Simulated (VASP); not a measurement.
# Be3V (Fm-3m) in VASP: notebook

Be3V is run at these levels: PBE, r2SCAN; tasks: single point.

Everything below comes from runs of VASP 6.6.1. Logs are shortened: lines on timing, memory, paths and dates and some standing lists are left out, and cuts for length are marked.

**1. The cell of the first run**

Symmetry: Fm-3m, No. 225, cubic system. Conventional cell: a = 5.323 Å, b = 5.323 Å, c = 5.323 Å, α = 90.00°, β = 90.00°, γ = 90.00°. Within 3.0 Å of Be (site symmetry -43m) lie 10 Be at 2.30 to 2.66 Å and 4 V at 2.30 Å. Within 3.0 Å of Be (site symmetry m-3m) lie 8 Be at 2.30 Å and 6 V at 2.66 Å. V (site symmetry m-3m) has 14 Be at 2.30 to 2.66 Å within 3.0 Å.

**2. Single point, PBE**

File INCAR:

```
SYSTEM = Be3V
ALGO = Normal ; EDIFF = 1E-6
ENCUT = 520 ; GGA = PE
ISIF = 2 ; ISMEAR = 0
LASPH = .True. ; LCHARG = .False.
LREAL = .False. ; LWAVE = .False.
NBANDS = 18 ; NELM = 100
PREC = Accurate ; SIGMA = 0.1
```

File KPOINTS:

```
k-points
0
Gamma
  14 14 14
  0 0 0
```

File POSCAR:

```
Be3V
1.0
    0.0000000000      2.6613047564      2.6613047564
    2.6613047564      0.0000000000      2.6613047564
    2.6613047564      2.6613047564      0.0000000000
Be V
3 1
Direct
    0.2500000000      0.2500000000      0.2500000000
    0.7500000000      0.7500000000      0.7500000000
    0.5000000000      0.5000000000      0.5000000000
    0.0000000000      0.0000000000      0.0000000000
```

Potentials or basis: VASP PAW PBE potentials, release 64 (Be, V_sv).

Started as:

```
$ cat potpaw_PBE.64/Be/POTCAR potpaw_PBE.64/V_sv/POTCAR > POTCAR
$ mpirun -np 1 vasp_std > vasp.out
```

OUTCAR:

```text
SYSTEM = Be3V
   EDIFF = 1E-6
   ENCUT = 520
   GGA = PE
   ISIF = 2
   ISMEAR = 0
   LASPH = .True.
   LREAL = .False.
   NELM = 100
   PREC = Accurate

 ion  position               nearest neighbor table
   1  0.250  0.250  0.250-   4 2.30   4 2.30   4 2.30   3 2.30   4 2.30   3 2.30   3 2.30   3 2.30

   2  0.750  0.750  0.750-   3 2.30   3 2.30   3 2.30   3 2.30   4 2.30   4 2.30   4 2.30   4 2.30

   3  0.500  0.500  0.500-   1 2.30   1 2.30   1 2.30   1 2.30   2 2.30   2 2.30   2 2.30   2 2.30

   4  0.000  0.000  0.000-   2 2.30   2 2.30   2 2.30   1 2.30   2 2.30   1 2.30   1 2.30   1 2.30

  LATTYP: Found a face centered cubic cell.
 ALAT       =     5.3226095128

  Lattice vectors:

 A1 = (   0.0000000000,   2.6613047564,   2.6613047564)
 A2 = (   2.6613047564,   0.0000000000,   2.6613047564)
 A3 = (   2.6613047564,   2.6613047564,   0.0000000000)

Analysis of symmetry for initial positions (statically):
=====================================================================
 Subroutine PRICEL returns:
 Original cell was already a primitive cell.

 Routine SETGRP: Setting up the symmetry group for a
 face centered cubic supercell.

 Subroutine GETGRP returns: Found 48 space group operations
 (whereof 48 operations were pure point group operations)
 out of a pool of 48 trial point group operations.

The static configuration has the point symmetry O_h .

Analysis of symmetry for dynamics (positions and initial velocities):
=====================================================================
 Subroutine PRICEL returns:
 Original cell was already a primitive cell.

 Routine SETGRP: Setting up the symmetry group for a
 face centered cubic supercell.

 Subroutine GETGRP returns: Found 48 space group operations
 (whereof 48 operations were pure point group operations)
 out of a pool of 48 trial point group operations.

The dynamic configuration has the point symmetry O_h .

 Subroutine INISYM returns: Found 48 space group operations
 (whereof 48 operations are pure point group operations),
 and found     1 'primitive' translations

----------------------------------------------------------------------------------------

                                     Primitive cell

  volume of cell :      37.6976

  direct lattice vectors                    reciprocal lattice vectors
     0.000000000  2.661304756  2.661304756    -0.187877769  0.187877769  0.187877769
     2.661304756  0.000000000  2.661304756     0.187877769 -0.187877769  0.187877769
     2.661304756  2.661304756  0.000000000     0.187877769  0.187877769 -0.187877769

  length of vectors
     3.763653280  3.763653280  3.763653280     0.325413841  0.325413841  0.325413841

  position of ions in fractional coordinates (direct lattice)
     0.250000000  0.250000000  0.250000000
     0.750000000  0.750000000  0.750000000
     0.500000000  0.500000000  0.500000000
     0.000000000  0.000000000  0.000000000

  ion indices of the primitive-cell ions
   primitive index   ion index
                 1           1
                 2           2
                 3           3
                 4           4

----------------------------------------------------------------------------------------

 KPOINTS: k-points

Automatic generation of k-mesh.
 Grid dimensions read from file:
 generate k-points for:   14   14   14

 Generating k-lattice:

  Cartesian coordinates                     Fractional coordinates (reciprocal lattice)
    -0.013419841  0.013419841  0.013419841     0.071428571  0.000000000  0.000000000
     0.013419841 -0.013419841  0.013419841     0.000000000  0.071428571  0.000000000
     0.013419841  0.013419841 -0.013419841     0.000000000  0.000000000  0.071428571

  Length of vectors
     0.023243846  0.023243846  0.023243846

  Shift w.r.t. Gamma in fractional coordinates (k-lattice)
     0.000000000  0.000000000  0.000000000

 Subroutine IBZKPT returns following result:
 ===========================================

 Found    104 irreducible k-points:

 Following reciprocal coordinates:
            Coordinates               Weight
  0.000000  0.000000  0.000000      1.000000
  0.071429  0.000000  0.000000      8.000000
  0.142857  0.000000  0.000000      8.000000
  0.214286  0.000000  0.000000      8.000000
  0.285714  0.000000  0.000000      8.000000
  0.357143  0.000000  0.000000      8.000000
[... 16 lines left out ...]
  0.214286  0.142857  0.000000     24.000000
  0.285714  0.142857  0.000000     24.000000
 [... further k-points ...]
   k-points           NKPTS =    104   k-points in BZ     NKDIM =    104   number of bands    NBANDS=     18
   number of dos      NEDOS =    301   number of ions     NIONS =      4
   total plane-waves  NPLWV =  21952
   dimension x,y,z NGX =    28 NGY =   28 NGZ =   28
   dimension x,y,z NGXF=    56 NGYF=   56 NGZF=   56
   ions per type =               3   1
   NGX,Y,Z   is equivalent  to a cutoff of  12.37, 12.37, 12.37 a.u.
   NGXF,Y,Z  is equivalent  to a cutoff of  24.74, 24.74, 24.74 a.u.
 SYSTEM =  Be3V
   PREC   = accura    normal or accurate (medium, high low for compatibility)
   ISTART =      0    job   : 0-new  1-cont  2-samecut
   ICHARG =      2    charge: 1-file 2-atom 10-const
   ISPIN  =      1    spin polarized calculation?
   LNONCOLLINEAR =      F non collinear calculations
   LSORBIT =      F    spin-orbit coupling
   LASPH  =      T    aspherical Exc in radial PAW
   ENCUT  =  520.0 eV  38.22 Ry    6.18 a.u.   7.00  7.00  7.00*2*pi/ulx,y,z
   NELM   =    100;   NELMIN=  2; NELMDL= -5     # of ELM steps
   EDIFF  = 0.1E-05   stopping-criterion for ELM
   LREAL  =      F    real-space projection
   EDIFFG = 0.1E-04   stopping-criterion for IOM
   NSW    =      0    number of steps for IOM
   IBRION =     -1    ionic relax: 0-MD 1-quasi-New 2-CG
   NFREE  =      0    steps in history (QN), initial steepest desc. (CG)
   ISIF   =      2    stress and relaxation
   ISYM   =      2    0-nonsym 1-usesym 2-fastsym
   POTIM  = 0.5000    time-step for ionic-motion
   TEBEG  =    0.0;   TEEND  =   0.0 temperature during run
   PSTRESS=    0.0 pullay stress
   NELECT =      19.0000    total number of electrons
   NUPDOWN=      -1.0000    fix difference up-down
   EMIN   =  10.00;   EMAX   =-10.00  energy-range for DOS
   EFERMI =   0.00;   METHOD = LEGACY
   ISMEAR =     0;   SIGMA  =   0.10  broadening in eV -4-tet -1-fermi 0-gaus
   EFERMI_NEDOS =   21; number of points for ismear=-14 and -15
   IALGO  =     38    algorithm
   IMIX   =      4    mixing-type and parameters
     AMIX     =   0.40;   BMIX     =  1.00
     AMIX_MAG =   1.60;   BMIX_MAG =  1.00
  volume/ion in A,a.u.               =       9.42        63.60
  Fermi-wavevector in a.u.,A,eV,Ry     =   1.302831  2.461994 23.094103  1.697369
  Thomas-Fermi vector in A             =   2.433873
   LORBIT       =      0    0 simple, 1 ext, 2 COOP (PROOUT), +10 PAW based schemes
   GGA     = PE    functional components
   LHFCALC =     F    Hartree Fock is set to
   AEXX    =    0.0000 exact exchange contribution
   IVDW    =     0    specifies the selected vdW correction
   LEPSILON=     F    determine dielectric tensor
   LRPA    =     F    only Hartree local field effects (RPA)
 non-spin polarized calculation
 Gauss-broadening in eV      SIGMA  =   0.10
  energy-cutoff  :      520.00
  volume of cell :       37.70
 maximum number of plane-waves:      1028
   NGX = 13   NGY = 13   NGZ = 13

 number of electron      19.0000005 magnetization

 Free energy of the ion-electron system (eV)
  ---------------------------------------------------
  ext. energy  EPLUGINS =         0.00000000
  ---------------------------------------------------
  free energy    TOTEN  =       -19.90795534 eV

  energy without entropy =      -19.89421229  energy(sigma->0) =      -19.90108382

 E-fermi :   7.9741     XC(G=0): -11.3630

 val. band max:        7.9677378312   @ k =   0.4286   0.0000   0.0000
 cond. band min:       7.9787771960   @ k =  -0.3571   0.5000   0.1429
 fundamental gap:      0.0110393649
 Fermi energy:         7.9741463320

 k-point     1 :       0.0000    0.0000    0.0000
  band No.  band energies     occupation
      1     -56.1468      2.00000
      2     -30.0418      2.00000
      3     -30.0418      2.00000
      4     -30.0418      2.00000
      5      -1.8517      2.00000
      6       5.3396      2.00000
[... 10 lines left out ...]
     17      15.1081      0.00000
     18      15.5093      0.00000

 k-point     2 :       0.0714    0.0000    0.0000
  band No.  band energies     occupation
      1     -56.1467      2.00000
      2     -30.0434      2.00000
      3     -30.0421      2.00000
      4     -30.0421      2.00000
      5      -1.7808      2.00000
      6       5.2189      2.00000
[... 10 lines left out ...]
     17      15.6743      0.00000
     18      15.6761      0.00000

 k-point     3 :       0.1429    0.0000    0.0000
  band No.  band energies     occupation
      1     -56.1465      2.00000
      2     -30.0480      2.00000
      3     -30.0428      2.00000
      4     -30.0428      2.00000
      5      -1.5696      2.00000
      6       4.8758      2.00000
[... 10 lines left out ...]
     17      15.4547      0.00000
     18      16.0307      0.00000

 k-point     4 :       0.2143    0.0000    0.0000
  band No.  band energies     occupation
      1     -56.1461      2.00000
      2     -30.0546      2.00000
      3     -30.0440      2.00000
      4     -30.0440      2.00000
      5      -1.2228      2.00000
      6       4.3517      2.00000
[... 10 lines left out ...]
     17      15.8587      0.00000
     18      16.5462      0.00000

 k-point     5 :       0.2857    0.0000    0.0000
  band No.  band energies     occupation
      1     -56.1456      2.00000
      2     -30.0620      2.00000
      3     -30.0452      2.00000
      4     -30.0452      2.00000
      5      -0.7487      2.00000
      6       3.6897      2.00000
[... 10 lines left out ...]
     17      16.3695      0.00000
     18      17.2816      0.00000

 k-point     6 :       0.3571    0.0000    0.0000
  band No.  band energies     occupation
      1     -56.1452      2.00000
      2     -30.0686      2.00000
      3     -30.0464      2.00000
      4     -30.0464      2.00000
      5      -0.1604      2.00000
      6       2.9339      2.00000
[... 10 lines left out ...]
     17      16.8823      0.00000
     18      18.2619      0.00000

 k-point     7 :       0.4286    0.0000    0.0000
  band No.  band energies     occupation
      1     -56.1449      2.00000
      2     -30.0732      2.00000
      3     -30.0471      2.00000
      4     -30.0471      2.00000
      5       0.5197      2.00000
      6       2.1369      2.00000
[... 10 lines left out ...]
     17      17.2557      0.00000
     18      19.4546      0.00000

 k-point     8 :       0.5000    0.0000    0.0000
  band No.  band energies     occupation
      1     -56.1448      2.00000
      2     -30.0748      2.00000
      3     -30.0474      2.00000
      4     -30.0474      2.00000
      5       1.1198      2.00000
      6       1.4947      2.00000
[... 10 lines left out ...]
     17      17.3891      0.00000
     18      19.9589      0.00000
[... 229 lines left out ...]
     17      15.7671      0.00000
     18      16.1233      0.00000

 k-point    20 :      -0.1429    0.0714    0.0000
  band No.  band energies     occupation
      1     -56.1463      2.00000
      2     -30.0506      2.00000
      3     -30.0447      2.00000
      4     -30.0429      2.00000
      5      -1.4069      2.00000
      6       4.7396      2.00000
[... 10 lines left out ...]
     17      15.1324      0.00000
     18      15.6692      0.00000

 k-point    21 :      -0.0714    0.0714    0.0000
  band No.  band energies     occupation
      1     -56.1466      2.00000
      2     -30.0457      2.00000
      3     -30.0432      2.00000
      4     -30.0422      2.00000
      5      -1.6632      2.00000
      6       5.1022      2.00000
[... 10 lines left out ...]
     17      14.8772      0.00000
     18      15.3573      0.00000

 k-point    22 :       0.1429    0.1429    0.0000
  band No.  band energies     occupation
      1     -56.1463      2.00000
      2     -30.0475      2.00000
      3     -30.0445      2.00000
      4     -30.0445      2.00000
      5      -1.4769      2.00000
      6       5.2332      2.00000
[... 10 lines left out ...]
     17      14.4175      0.00000
     18      15.8090      0.00000

 k-point    23 :       0.2143    0.1429    0.0000
  band No.  band energies     occupation
      1     -56.1460      2.00000
      2     -30.0518      2.00000
      3     -30.0459      2.00000
      4     -30.0455      2.00000
      5      -1.2235      2.00000
      6       4.8536      2.00000
[... 10 lines left out ...]
     17      14.4909      0.00000
     18      16.1179      0.00000

 k-point    24 :       0.2857    0.1429    0.0000
  band No.  band energies     occupation
      1     -56.1456      2.00000
      2     -30.0579      2.00000
      3     -30.0473      2.00000
      4     -30.0466      2.00000
      5      -0.8386      2.00000
      6       4.2967      2.00000
[... 10 lines left out ...]
     17      14.8270      0.00000
     18      16.5176      0.00000

 [... further k-points ...]
[... 5 lines left out ...]
  --------------------------------------------------------------------------------------
  -------------------------------------------------------------------------------------
  Total        0.0080745      0.0080745      0.0080745     -0.0000000      0.0000000      0.0000000
  in kB        0.3431708      0.3431708      0.3431708     -0.0000000      0.0000000      0.0000000
  external PRESSURE =       0.3431708 kB  Pullay stress =       0.0000000 kB

 VOLUME and BASIS-vectors are now :
 -----------------------------------------------------------------------------
  energy-cutoff  :      520.00
  volume of cell :       37.70
      direct lattice vectors                 reciprocal lattice vectors
     0.000000000  2.661304756  2.661304756    -0.187877769  0.187877769  0.187877769
     2.661304756  0.000000000  2.661304756     0.187877769 -0.187877769  0.187877769
     2.661304756  2.661304756  0.000000000     0.187877769  0.187877769 -0.187877769

 POSITION                                       TOTAL-FORCE (eV/Angst)
 -----------------------------------------------------------------------------------
      1.33065      1.33065      1.33065         0.000000      0.000000      0.000000
      3.99196      3.99196      3.99196        -0.000000     -0.000000     -0.000000
      2.66130      2.66130      2.66130         0.000000     -0.000000     -0.000000
      0.00000      0.00000      0.00000         0.000000     -0.000000     -0.000000
 -----------------------------------------------------------------------------------
    total drift:                               -0.000000     -0.000000      0.000000

  FREE ENERGIE OF THE ION-ELECTRON SYSTEM (eV)
  ---------------------------------------------------
  free  energy   TOTEN  =       -19.9079553354 eV

  energy  without entropy=      -19.8942122950  energy(sigma->0) =      -19.90108382
```

It took 62 s on 1 thread of Oxide Virtual Turin-like, shared host; peak memory 0.17 GiB.

What came out:

```
Free energy : -19.9080 eV
Pressure    : 0.0 GPa
```

**3. Single point, PBE**

This run uses another cell than the first one, of 9.50 Å³/atom, 1.008 times its volume.

File INCAR:

```
ALGO = Normal
EDIFF = 1E-6
ENCUT = 520
GGA = PE
ISIF = 2
ISMEAR = 0
LASPH = True
LCHARG = False
LREAL = False
LWAVE = False
NBANDS = 18
NELM = 100
PREC = Accurate
SIGMA = 0.1
```

File KPOINTS:

```
k-points
0
Gamma
  14 14 14
```

File POSCAR:

```
Be3V
1.0
    0.0000000000      2.6683789050      2.6683789050
    2.6683789050      0.0000000000      2.6683789050
    2.6683789050      2.6683789050      0.0000000000
Be V
3 1
Direct
    0.2500000000      0.2500000000      0.2500000000
    0.7500000000      0.7500000000      0.7500000000
    0.5000000000      0.5000000000      0.5000000000
    0.0000000000      0.0000000000      0.0000000000
```

Potentials or basis: VASP PAW PBE potentials, release 64 (Be, V_sv).

Started as:

```
$ cat potpaw_PBE.64/Be/POTCAR potpaw_PBE.64/V_sv/POTCAR > POTCAR
$ mpirun -np 1 vasp_std > vasp.out
```

It took 83 s on 1 thread of Oxide Virtual Turin-like, shared host; peak memory 0.16 GiB.

The run converged. Its results:

```yaml
Free_energy: -19.9072 eV
Pressure: -1.0 GPa
```

Levels at points of the mesh, in eV from the Fermi level:
| k point | band 8 | band 9 | band 10 | band 11 | band 12 | band 13 |
| --- | --- | --- | --- | --- | --- | --- |
| (0.00, 0.00, 0.00) | -2.61 | -0.14 | -0.14 | 2.43 | 2.43 | 2.43 |
| (0.50, 0.00, 0.00) | -2.85 | 0.18 | 0.18 | 0.26 | 2.16 | 2.16 |
| (0.50, 0.50, 0.00) | -2.63 | -2.63 | 0.16 | 0.16 | 0.51 | 0.59 |

(Continued in part 2 of 2.)
